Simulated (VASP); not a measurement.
# InF3 (R-3c) in VASP: notebook

The runs below take InF3 through single point, with LDA.

All numbers are computed with VASP 6.6.1; they aren't measurements. Logs are shortened: lines on timing, memory, paths and dates and some standing lists are left out, and cuts for length are marked.

### 1 The cell of the first run

It takes space group R-3c (No. 167, trigonal). Conventional cell: a = 5.167 Å, b = 5.167 Å, c = 14.531 Å, α = 90.00°, β = 90.00°, γ = 120.00°. Within 2.7 Å of In (site symmetry -3) lie 6 F at 2.06 Å. F (site symmetry 2) has 2 In at 2.06 Å within 2.7 Å.

### 2 Single point, LDA (14.00 Å³/atom)

INCAR reads:

```
SYSTEM = InF3
PREC     = Accurate       ! precision mode
ENCUT    = 520            ! plane-wave cutoff, eV
EDIFF    = 1E-6           ! SCF threshold, eV
ISMEAR   = 0              ! smearing method
SIGMA    = 0.02           ! smearing width, eV
LREAL    = .FALSE.        ! projectors in reciprocal space
LASPH    = .TRUE.         ! aspherical terms in the spheres
NELM     = 100            ! most SCF steps
ALGO     = Normal         ! electronic algorithm
ISIF     = 2              ! what is computed and relaxed
LWAVE    = .FALSE.        ! write WAVECAR
LCHARG   = .TRUE.         ! write CHGCAR
GGA      = CA             ! functional
LELF     = .TRUE.         ! ELF
LVHAR    = .TRUE.       
NBANDS   = 44             ! bands
```

KPOINTS reads:

```
regular mesh
0
G
  6 6 6
  0 0 0
```

POSCAR reads:

```
InF3
1.0
    2.5835644492      1.4916216302      4.8437474736
   -2.5835644492      1.4916216302      4.8437474736
    0.0000000000     -2.9832432605      4.8437474736
In F
2 6
Direct
    0.0000000000      0.0000000000      0.0000000000
    0.5000000000      0.5000000000      0.5000000000
    0.8939461750      0.6060538250      0.2500000000
    0.2500000000      0.8939461750      0.6060538250
    0.6060538250      0.2500000000      0.8939461750
    0.1060538250      0.3939461750      0.7500000000
    0.7500000000      0.1060538250      0.3939461750
    0.3939461750      0.7500000000      0.1060538250
```

Potentials or basis: VASP PAW LDA potentials, release 64 (In_d, F).

Command:

```bash
$ cat potpaw_LDA.64/In_d/POTCAR potpaw_LDA.64/F/POTCAR > POTCAR
$ mpirun -np 1 vasp_std > vasp.out
```

OUTCAR:

```text
SYSTEM = InF3
   PREC = Accurate
   ENCUT = 520
   EDIFF = 1E-6
   ISMEAR = 0
   LREAL = .FALSE.
   LASPH = .TRUE.
   NELM = 100
   ISIF = 2
   GGA = CA

 ion  position               nearest neighbor table
   1  0.000  0.000  0.000-   5 2.06   8 2.06   3 2.06   6 2.06   4 2.06   7 2.06   2 3.84   2 3.84
                             2 3.84   2 3.84   2 3.84   2 3.84
   2  0.500  0.500  0.500-   4 2.06   7 2.06   3 2.06   6 2.06   5 2.06   8 2.06   1 3.84   1 3.84
                             1 3.84   1 3.84   1 3.84   1 3.84
   3  0.894  0.606  0.250-   1 2.06   2 2.06
   4  0.250  0.894  0.606-   2 2.06   1 2.06
   5  0.606  0.250  0.894-   1 2.06   2 2.06
   6  0.106  0.394  0.750-   1 2.06   2 2.06
   7  0.750  0.106  0.394-   2 2.06   1 2.06
   8  0.394  0.750  0.106-   1 2.06   2 2.06

  LATTYP: Found a trigonal (rhomboedric) cell.
 ALAT       =     5.6887283235
 COS(alpha) =     0.5874864600

  Lattice vectors:

 A1 = (   2.5835644492,   1.4916216302,   4.8437474736)
 A2 = (  -2.5835644492,   1.4916216302,   4.8437474736)
 A3 = (   0.0000000000,  -2.9832432605,   4.8437474736)

Analysis of symmetry for initial positions (statically):
=====================================================================
 Subroutine PRICEL returns:
 Original cell was already a primitive cell.

 Routine SETGRP: Setting up the symmetry group for a
 trigonal (rhombohedral) supercell.

 Subroutine GETGRP returns: Found 12 space group operations
 (whereof  6 operations were pure point group operations)
 out of a pool of 12 trial point group operations.

The static configuration has the point symmetry S_6 .
 The point group associated with its full space group is D_3d.

Analysis of symmetry for dynamics (positions and initial velocities):
=====================================================================
 Subroutine PRICEL returns:
 Original cell was already a primitive cell.

 Routine SETGRP: Setting up the symmetry group for a
 trigonal (rhombohedral) supercell.

 Subroutine GETGRP returns: Found 12 space group operations
 (whereof  6 operations were pure point group operations)
 out of a pool of 12 trial point group operations.

The dynamic configuration has the point symmetry S_6 .
 The point group associated with its full space group is D_3d.

 Subroutine INISYM returns: Found 12 space group operations
 (whereof  6 operations are pure point group operations),
 and found     1 'primitive' translations

----------------------------------------------------------------------------------------

                                     Primitive cell

  volume of cell :     111.9981

  direct lattice vectors                    reciprocal lattice vectors
     2.583564449  1.491621630  4.843747474     0.193531073  0.111735217  0.068817240
    -2.583564449  1.491621630  4.843747474    -0.193531073  0.111735217  0.068817240
     0.000000000 -2.983243261  4.843747474     0.000000000 -0.223470434  0.068817240

  length of vectors
     5.688728324  5.688728324  5.688728324     0.233826533  0.233826533  0.233826533

  position of ions in fractional coordinates (direct lattice)
     0.000000000  0.000000000  0.000000000
     0.500000000  0.500000000  0.500000000
     0.893946175  0.606053825  0.250000000
     0.250000000  0.893946175  0.606053825
     0.606053825  0.250000000  0.893946175
     0.106053825  0.393946175  0.750000000
     0.750000000  0.106053825  0.393946175
     0.393946175  0.750000000  0.106053825

  ion indices of the primitive-cell ions
   primitive index   ion index
                 1           1
                 2           2
                 3           3
                 4           4
                 5           5
                 6           6
                 7           7
                 8           8

----------------------------------------------------------------------------------------

 KPOINTS: regular mesh

Automatic generation of k-mesh.
 Grid dimensions read from file:
 generate k-points for:    6    6    6

 Generating k-lattice:

  Cartesian coordinates                     Fractional coordinates (reciprocal lattice)
     0.032255179  0.018622536  0.011469540     0.166666667  0.000000000 -0.000000000
    -0.032255179  0.018622536  0.011469540     0.000000000  0.166666667 -0.000000000
     0.000000000 -0.037245072  0.011469540    -0.000000000 -0.000000000  0.166666667

  Length of vectors
     0.038971089  0.038971089  0.038971089

  Shift w.r.t. Gamma in fractional coordinates (k-lattice)
     0.000000000  0.000000000  0.000000000

 Subroutine IBZKPT returns following result:
 ===========================================

 Found     32 irreducible k-points:

 Following reciprocal coordinates:
            Coordinates               Weight
  0.000000  0.000000  0.000000      1.000000
  0.166667 -0.000000  0.000000      6.000000
  0.333333 -0.000000 -0.000000      6.000000
  0.500000  0.000000  0.000000      3.000000
  0.166667  0.166667 -0.000000      6.000000
  0.333333  0.166667  0.000000     12.000000
[... 16 lines left out ...]
  0.500000  0.500000  0.166667      6.000000
 -0.333333  0.500000  0.166667     12.000000
 [... further k-points ...]
   k-points           NKPTS =     32   k-points in BZ     NKDIM =     32   number of bands    NBANDS=     44
   number of dos      NEDOS =    301   number of ions     NIONS =      8
   total plane-waves  NPLWV =  74088
   dimension x,y,z NGX =    42 NGY =   42 NGZ =   42
   dimension x,y,z NGXF=    84 NGYF=   84 NGZF=   84
   ions per type =               2   6
   NGX,Y,Z   is equivalent  to a cutoff of  12.27, 12.27, 12.27 a.u.
   NGXF,Y,Z  is equivalent  to a cutoff of  24.55, 24.55, 24.55 a.u.
 SYSTEM =  InF3
   PREC   = accura    normal or accurate (medium, high low for compatibility)
   ISTART =      0    job   : 0-new  1-cont  2-samecut
   ICHARG =      2    charge: 1-file 2-atom 10-const
   ISPIN  =      1    spin polarized calculation?
   LNONCOLLINEAR =      F non collinear calculations
   LSORBIT =      F    spin-orbit coupling
   LASPH  =      T    aspherical Exc in radial PAW
   ENCUT  =  520.0 eV  38.22 Ry    6.18 a.u.  10.58 10.58 10.58*2*pi/ulx,y,z
   NELM   =    100;   NELMIN=  2; NELMDL= -5     # of ELM steps
   EDIFF  = 0.1E-05   stopping-criterion for ELM
   LREAL  =      F    real-space projection
   EDIFFG = 0.1E-04   stopping-criterion for IOM
   NSW    =      0    number of steps for IOM
   IBRION =     -1    ionic relax: 0-MD 1-quasi-New 2-CG
   NFREE  =      0    steps in history (QN), initial steepest desc. (CG)
   ISIF   =      2    stress and relaxation
   ISYM   =      2    0-nonsym 1-usesym 2-fastsym
   POTIM  = 0.5000    time-step for ionic-motion
   TEBEG  =    0.0;   TEEND  =   0.0 temperature during run
   PSTRESS=    0.0 pullay stress
   NELECT =      68.0000    total number of electrons
   NUPDOWN=      -1.0000    fix difference up-down
   EMIN   =  10.00;   EMAX   =-10.00  energy-range for DOS
   EFERMI =   0.00;   METHOD = LEGACY
   ISMEAR =     0;   SIGMA  =   0.02  broadening in eV -4-tet -1-fermi 0-gaus
   EFERMI_NEDOS =   21; number of points for ismear=-14 and -15
   IALGO  =     38    algorithm
   IMIX   =      4    mixing-type and parameters
     AMIX     =   0.40;   BMIX     =  1.00
     AMIX_MAG =   1.60;   BMIX_MAG =  1.00
  volume/ion in A,a.u.               =      14.00        94.48
  Fermi-wavevector in a.u.,A,eV,Ry     =   1.386248  2.619629 26.146087  1.921683
  Thomas-Fermi vector in A             =   2.510582
   LORBIT       =      0    0 simple, 1 ext, 2 COOP (PROOUT), +10 PAW based schemes
   GGA     = CA    functional components
   LHFCALC =     F    Hartree Fock is set to
   AEXX    =    0.0000 exact exchange contribution
   IVDW    =     0    specifies the selected vdW correction
   LEPSILON=     F    determine dielectric tensor
   LRPA    =     F    only Hartree local field effects (RPA)
 non-spin polarized calculation
 Gauss-broadening in eV      SIGMA  =   0.02
  energy-cutoff  :      520.00
  volume of cell :      112.00
 maximum number of plane-waves:      3039
   NGX = 21   NGY = 21   NGZ = 21

 number of electron      68.0000011 magnetization

 Free energy of the ion-electron system (eV)
  ---------------------------------------------------
  ext. energy  EPLUGINS =         0.00000000
  ---------------------------------------------------
  free energy    TOTEN  =       -40.33427781 eV

  energy without entropy =      -40.33427781  energy(sigma->0) =      -40.33427781

 E-fermi :  -0.9034     XC(G=0): -10.1875

 val. band max:       -1.0694772338   @ k =   0.5000   0.5000   0.0000
 cond. band min:       3.1652704717   @ k =   0.0000   0.0000   0.0000
 fundamental gap:      4.2347477055
 Fermi energy:        -0.9033706811

 k-point     1 :       0.0000    0.0000    0.0000
  band No.  band energies     occupation
      1     -21.1764      2.00000
      2     -20.6806      2.00000
      3     -20.6806      2.00000
      4     -20.5334      2.00000
      5     -20.4318      2.00000
      6     -20.4318      2.00000
[... 36 lines left out ...]
     43      13.0353      0.00000
     44      13.0958      0.00000

 k-point     2 :       0.1667   -0.0000    0.0000
  band No.  band energies     occupation
      1     -21.1276      2.00000
      2     -20.6738      2.00000
      3     -20.6692      2.00000
      4     -20.5437      2.00000
      5     -20.4761      2.00000
      6     -20.4545      2.00000
[... 36 lines left out ...]
     43      12.9430      0.00000
     44      13.3816      0.00000

 k-point     3 :       0.3333   -0.0000   -0.0000
  band No.  band energies     occupation
      1     -20.9938      2.00000
      2     -20.6703      2.00000
      3     -20.6389      2.00000
      4     -20.5957      2.00000
      5     -20.5548      2.00000
      6     -20.5111      2.00000
[... 976 lines left out ...]
     43      13.2433      0.00000
     44      13.8039      0.00000

 k-point    24 :      -0.3333    0.5000    0.1667
  band No.  band energies     occupation
      1     -20.8780      2.00000
      2     -20.7876      2.00000
      3     -20.6413      2.00000
      4     -20.5864      2.00000
      5     -20.5437      2.00000
      6     -20.5244      2.00000
[... 36 lines left out ...]
     43      13.4500      0.00000
     44      13.9262      0.00000

 [... further k-points ...]

------------------------ aborting loop because EDIFF is reached ----------------------------------------

  FORCE on cell =-STRESS in cart. coord.  units (eV):
  Direction    XX          YY          ZZ          XY          YZ          ZX
  --------------------------------------------------------------------------------------
  -------------------------------------------------------------------------------------
  Total       -0.0290562     -0.0290562     -0.0348847     -0.0000000      0.0000000      0.0000000
  in kB       -0.4156601     -0.4156601     -0.4990395     -0.0000000      0.0000000      0.0000000
  external PRESSURE =      -0.4434532 kB  Pullay stress =       0.0000000 kB

 VOLUME and BASIS-vectors are now :
 -----------------------------------------------------------------------------
  energy-cutoff  :      520.00
  volume of cell :      112.00
      direct lattice vectors                 reciprocal lattice vectors
     2.583564449  1.491621630  4.843747474     0.193531073  0.111735217  0.068817240
    -2.583564449  1.491621630  4.843747474    -0.193531073  0.111735217  0.068817240
     0.000000000 -2.983243261  4.843747474     0.000000000 -0.223470434  0.068817240

 POSITION                                       TOTAL-FORCE (eV/Angst)
 -----------------------------------------------------------------------------------
      0.00000      0.00000      0.00000         0.000000     -0.000000      0.000000
      0.00000     -0.00000      7.26562         0.000000     -0.000000      0.000000
      0.74379      1.49162      8.47656         0.047452     -0.000000     -0.000000
     -1.66368     -0.10167      8.47656        -0.023726      0.041094      0.000000
      0.91989     -1.38995      8.47656        -0.023726     -0.041094      0.000000
     -0.74379     -1.49162      6.05468        -0.047452     -0.000000     -0.000000
      1.66368      0.10167      6.05468         0.023726     -0.041094      0.000000
     -0.91989      1.38995      6.05468         0.023726      0.041094      0.000000
 -----------------------------------------------------------------------------------
    total drift:                               -0.000000     -0.000000      0.000000

  FREE ENERGIE OF THE ION-ELECTRON SYSTEM (eV)
  ---------------------------------------------------
  free  energy   TOTEN  =       -40.3342778101 eV

  energy  without entropy=      -40.3342778101  energy(sigma->0) =      -40.33427781
```

Run time: 1.9 min. Hardware: 1 thread of AMD EPYC 9R45 (Zen 5), shared host; peak memory 0.25 GiB.

Results:

| Item | Value |
| --- | --- |
| Free energy | -40.3343 eV |
| Pressure | 0.0 GPa |
| Largest force | 0.047 eV/Å |
| Band gap on the k mesh | 4.23 eV (least direct gap 4.27 eV) |

Forces in eV/Å, atoms in the order of the input:
```
In   0.000  0.000  0.000
In   0.000  0.000  0.000
F    0.047  0.000  0.000
F   -0.024  0.041  0.000
F   -0.024 -0.041  0.000
F   -0.047  0.000  0.000
F    0.024 -0.041  0.000
F    0.024  0.041  0.000
```

Caveat: spin-orbit coupling is left out, which moves the levels of the heavy elements.

### 3 Single point, LDA (14.41 Å³/atom)

This run uses another cell than the first one, of 14.41 Å³/atom.

INCAR, as its differences from that of step 2:

```diff
@@ -8,3 +8,3 @@
 LASPH    = .TRUE.         ! aspherical terms in the spheres
-NELM     = 100            ! most SCF steps
+NELM     = 80             ! most SCF steps
 ALGO     = Normal         ! electronic algorithm
@@ -12,6 +12,4 @@
 LWAVE    = .FALSE.        ! write WAVECAR
-LCHARG   = .TRUE.         ! write CHGCAR
+LCHARG   = .FALSE.        ! write CHGCAR
 GGA      = CA             ! functional
-LELF     = .TRUE.         ! ELF
-LVHAR    = .TRUE.       
 NBANDS   = 44             ! bands
```

KPOINTS is that of step 2.

POSCAR reads:

```
InF3
1.0
    2.6273281477      1.5168886133      4.8201449271
   -2.6273281477      1.5168886133      4.8201449271
    0.0000000000     -3.0337772267      4.8201449271
In F
2 6
Direct
    0.0000000000      0.0000000000      0.0000000000
    0.5000000000      0.5000000000      0.5000000000
    0.8835941732      0.6164058268      0.2500000000
    0.2500000000      0.8835941732      0.6164058268
    0.6164058268      0.2500000000      0.8835941732
    0.1164058268      0.3835941732      0.7500000000
    0.7500000000      0.1164058268      0.3835941732
    0.3835941732      0.7500000000      0.1164058268
```

Potentials or basis: VASP PAW LDA potentials, release 64 (In_d, F).

Command:

```bash
$ cat potpaw_LDA.64/In_d/POTCAR potpaw_LDA.64/F/POTCAR > POTCAR
$ mpirun -np 1 vasp_std > vasp.out
```

Run time: 1.8 min. Hardware: 1 thread of AMD EPYC 9R45 (Zen 5), shared host; peak memory 0.25 GiB.

Results (log left out):

| Quantity | Value |
| --- | --- |
| Free energy | -40.3223 eV |
| Pressure | -0.4 GPa |
| Largest force | 0.046 eV/Å |
| Band gap on the k mesh | 4.22 eV (least direct gap 4.28 eV) |

Forces in eV/Å, atoms in the order of the input:
```
In   0.000  0.000  0.000
In   0.000  0.000  0.000
F    0.046  0.000  0.000
F   -0.023  0.040  0.000
F   -0.023 -0.040  0.000
F   -0.046  0.000  0.000
F    0.023 -0.040  0.000
F    0.023  0.040  0.000
```

Levels at points of the mesh, in eV from the valence-band top:
| k point | band 31 | band 32 | band 33 | band 34 | band 35 | band 36 | band 37 | band 38 |
| --- | --- | --- | --- | --- | --- | --- | --- | --- |
| (0.00, 0.00, 0.00) | -0.12 | -0.12 | -0.06 | -0.06 | 4.22 | 9.96 | 10.60 | 11.64 |
| (0.50, 0.00, 0.00) | -0.29 | -0.29 | -0.17 | -0.17 | 6.90 | 6.90 | 11.14 | 11.14 |
| (0.50, 0.50, 0.00) | -0.28 | -0.24 | -0.08 | 0.00 | 6.84 | 8.54 | 9.72 | 10.64 |
| (0.50, 0.50, 0.50) | -0.19 | -0.19 | -0.19 | -0.19 | 6.74 | 6.74 | 11.77 | 11.77 |

Caveat: spin-orbit coupling is left out, which moves the levels of the heavy elements. A k mesh can miss the band edges.
